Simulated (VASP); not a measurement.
# NaTa3O3 (Pm-3m) in VASP: further runs, part 2 of 2

VASP 6.6.1. The steps go on from the part before.

## Step 5: Single point, PBE, collinear spin

INCAR

```
SYSTEM = NaTa3O3
PREC     = Accurate       ! precision mode
ENCUT    = 520            ! plane-wave cutoff, eV
EDIFF    = 1E-6           ! SCF threshold, eV
ISMEAR   = 0              ! smearing method
SIGMA    = 0.1            ! smearing width, eV
LREAL    = .FALSE.        ! projectors in reciprocal space
LASPH    = .TRUE.         ! aspherical terms in the spheres
NELM     = 150            ! most SCF steps
ALGO     = Normal         ! electronic algorithm
ISIF     = 2              ! what is computed and relaxed
LWAVE    = .FALSE.        ! write WAVECAR
LCHARG   = .FALSE.        ! write CHGCAR
ISPIN    = 2              ! spin polarisation
MAGMOM   = 0 1 1 1 0 0 0  ! initial moments
LORBIT   = 11             ! projections on sites
LMAXMIX  = 4              ! l up to which the mixer works
GGA      = PE             ! functional
NBANDS   = 42             ! bands
```

KPOINTS

```
Automatic mesh
0
G
  4 4 4
  0 0 0
```

POSCAR

```
NaTa3O3
1.0
    4.3673825056      0.0000000000      0.0000000000
    0.0000000000      4.3673825056      0.0000000000
    0.0000000000      0.0000000000      4.3673825056
Na Ta O
1 3 3
Direct
    0.5000000000      0.5000000000      0.5000000000
    0.0000000000      0.5000000000      0.0000000000
    0.0000000000      0.0000000000      0.5000000000
    0.5000000000      0.0000000000      0.0000000000
    0.5000000000      0.0000000000      0.5000000000
    0.5000000000      0.5000000000      0.0000000000
    0.0000000000      0.5000000000      0.5000000000
```

The run is started by

```sh
> cat potpaw_PBE.64/Na_pv/POTCAR potpaw_PBE.64/Ta_pv/POTCAR potpaw_PBE.64/O/POTCAR > POTCAR
> mpirun -np 1 vasp_std > vasp.out
```

It took 36 s on 1 thread of AMD EPYC 9R45 (Zen 5), shared host; peak memory 0.2 GiB.

Results (log left out):

| Item | Value |
| --- | --- |
| Free energy | -61.6635 eV |
| Pressure | 0.2 GPa |
| Band gap on the k mesh | zero (filled and empty bands overlap) |
| Net moment | 0.00 μB per cell |
| Valence electrons inside the program's atomic spheres | Na 6.15; Ta 8.79; O 5.06 |

Levels at points of the mesh, in eV from the Fermi level:
Spin up:
| k point | band 26 | band 27 | band 28 | band 29 | band 30 | band 31 |
| --- | --- | --- | --- | --- | --- | --- |
| (0.00, 0.00, 0.00) | -3.62 | -3.62 | -3.62 | 0.03 | 0.03 | 0.03 |
| (0.50, 0.00, 0.00) | -3.00 | -1.11 | -1.11 | -1.10 | -0.30 | -0.13 |
| (0.50, 0.50, 0.00) | -2.44 | -1.76 | -1.76 | 0.31 | 0.75 | 0.75 |
| (0.50, 0.50, 0.50) | -2.44 | -2.44 | -0.45 | 1.35 | 2.16 | 2.16 |
Spin down:
| k point | band 24 | band 25 | band 26 | band 27 | band 28 | band 29 | band 30 | band 31 | band 32 | band 33 |
| --- | --- | --- | --- | --- | --- | --- | --- | --- | --- | --- |
| (0.00, 0.00, 0.00) | -5.68 | -5.68 | -3.62 | -3.62 | -3.62 | 0.03 | 0.03 | 0.03 | 1.14 | 1.54 |
| (0.50, 0.00, 0.00) | -6.18 | -4.34 | -3.00 | -1.11 | -1.11 | -1.10 | -0.30 | -0.13 | -0.13 | 1.91 |
| (0.50, 0.50, 0.00) | -5.67 | -2.65 | -2.44 | -1.76 | -1.76 | 0.31 | 0.75 | 0.75 | 1.11 | 1.26 |
| (0.50, 0.50, 0.50) | -6.00 | -2.44 | -2.44 | -2.44 | -0.45 | 1.35 | 2.16 | 2.16 | 2.42 | 2.42 |

Caveat: spin-orbit coupling is left out, which moves the levels of the heavy elements.

## Step 6: Single point, PBE, collinear spin

INCAR

```
PREC     = Accurate       # precision mode
ENCUT    = 520            # plane-wave cutoff, eV
EDIFF    = 1E-6           # SCF threshold, eV
ISMEAR   = 0              # smearing method
SIGMA    = 0.1            # smearing width, eV
LREAL    = False          # projectors in reciprocal space
LASPH    = True           # aspherical terms in the spheres
NELM     = 150            # most SCF steps
ALGO     = Normal         # electronic algorithm
ISIF     = 2              # what is computed and relaxed
LWAVE    = False          # write WAVECAR
LCHARG   = False          # write CHGCAR
ISPIN    = 2              # spin polarisation
MAGMOM   = 0 1 1 1 0 0 0  # initial moments
LORBIT   = 11             # projections on sites
LMAXMIX  = 4              # l up to which the mixer works
GGA      = PE             # functional
NBANDS   = 42             # bands
```

KPOINTS

```
Automatic mesh
0
Gamma
  4 4 4
```

POSCAR is that of step 5.

Potentials or basis: VASP PAW PBE potentials, release 64 (Na_pv, Ta_pv, O).

The run is started by

```sh
> cat potpaw_PBE.64/Na_pv/POTCAR potpaw_PBE.64/Ta_pv/POTCAR potpaw_PBE.64/O/POTCAR > POTCAR
> mpirun -np 1 vasp_std > vasp.out
```

It took 37 s on 1 thread of AMD EPYC 9R45 (Zen 5), shared host; peak memory 0.2 GiB.

Results (log left out):

```
Free energy                                           : -61.6635 eV
Pressure                                              : 0.2 GPa
Band gap on the k mesh                                : zero (filled and empty bands overlap)
Net moment                                            : 0.00 μB per cell
Valence electrons inside the program's atomic spheres : Na 6.15; Ta 8.79; O 5.06
```

Levels at points of the mesh, in eV from the Fermi level:
Spin up:
```tsv
k point	band 25	band 26	band 27	band 28	band 29	band 30	band 31	band 32
(0.00, 0.00, 0.00)	-5.68	-3.62	-3.62	-3.62	0.03	0.03	0.03	1.14
(0.50, 0.00, 0.00)	-4.34	-3.00	-1.11	-1.11	-1.10	-0.30	-0.13	-0.13
(0.50, 0.50, 0.00)	-2.65	-2.44	-1.76	-1.76	0.31	0.75	0.75	1.11
(0.50, 0.50, 0.50)	-2.44	-2.44	-2.44	-0.45	1.35	2.16	2.16	2.42
```
Spin down:
```
           k point  band 25  band 26  band 27  band 28  band 29  band 30  band 31  band 32
(0.00, 0.00, 0.00)    -5.68    -3.62    -3.62    -3.62     0.03     0.03     0.03     1.14
(0.50, 0.00, 0.00)    -4.34    -3.00    -1.11    -1.11    -1.10    -0.30    -0.13    -0.13
(0.50, 0.50, 0.00)    -2.65    -2.44    -1.76    -1.76     0.31     0.75     0.75     1.11
(0.50, 0.50, 0.50)    -2.44    -2.44    -2.44    -0.45     1.35     2.16     2.16     2.42
```

Caveat: spin-orbit coupling is left out, which moves the levels of the heavy elements.

## Step 7: The runs side by side

| task | spin | cell | k mesh | cutoff (eV) | smearing | gap on the mesh (eV) | pressure (GPa) |
| --- | --- | --- | --- | --- | --- | --- | --- |
| single point | off | a = 4.367 Å, 7 atoms | 4 × 4 × 4 | 520 | gaussian 0.2 eV | none | 0.3 |
| single point | off | a = 4.364 Å, 7 atoms | 8 × 8 × 8 | 520 | gaussian 0.1 eV | none | 0.4 |
| relaxation of cell and atoms | off | relaxed from a = 4.403 Å, 7 atoms | 4 × 4 × 4 | 600 | gaussian 0.2 eV | none | 0.0 |
| single point | collinear | a = 4.367 Å, 7 atoms | 4 × 4 × 4 | 520 | gaussian 0.1 eV | none | 0.2 |

Alike in all rows: level PBE; potentials or basis VASP PAW PBE potentials, release 64 (Na_pv, Ta_pv, O).

Caveats: spin-orbit coupling is left out, which moves the levels of the heavy elements.

Total energies depend on the potentials used, so only differences within one code and one set of settings carry meaning.
